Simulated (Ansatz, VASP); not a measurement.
## Two plane-wave programs on SnSe

```xyz
4
Lattice="4.2853 0.0000 0.0000 0.0000 4.2853 0.0000 0.0000 0.0000 10.9907" Properties=species:S:1:pos:R:3 pbc="T T T"
Sn    2.1427    0.0000    4.0911
Sn    0.0000    2.1427    6.8996
Se    2.1427    0.0000    6.7707
Se    0.0000    2.1427    4.2200
```

Alike in both runs: task single point; functional LDA; k mesh 6 × 6 × 4; occupations gaussian, width 0.05 eV; no spin polarisation.

|  | VASP | Ansatz |
| --- | --- | --- |
| version | VASP 6.6.1 | Ansatz 0.2.0 |
| potentials or method | VASP PAW LDA potentials, release 64 (Sn_d, Se), cutoff 520 eV | scalar-relativistic, plane waves, PAW |
| valence electrons in the cell | 40 | 60 |

|  | VASP | Ansatz | Ansatz less VASP |
| --- | --- | --- | --- |
| gap on the k mesh at the Fermi level (eV) | 1.45 | 1.47 | +0.013 |
| least direct gap on the mesh (eV) | 1.45 | 1.47 | +0.013 |
| rms of the force components (eV/Å) | 0.090 | 0.101 | +0.0110 |

LDA's correlation is that of Perdew and Zunger in VASP and of Perdew and Wang (1992) in Ansatz. Atom by atom the forces differ by 0.013 eV/Å (rms over components). VASP's potentials hold 40 valence electrons a cell and Ansatz's 60, so a difference there can come from the potentials and not from the codes.
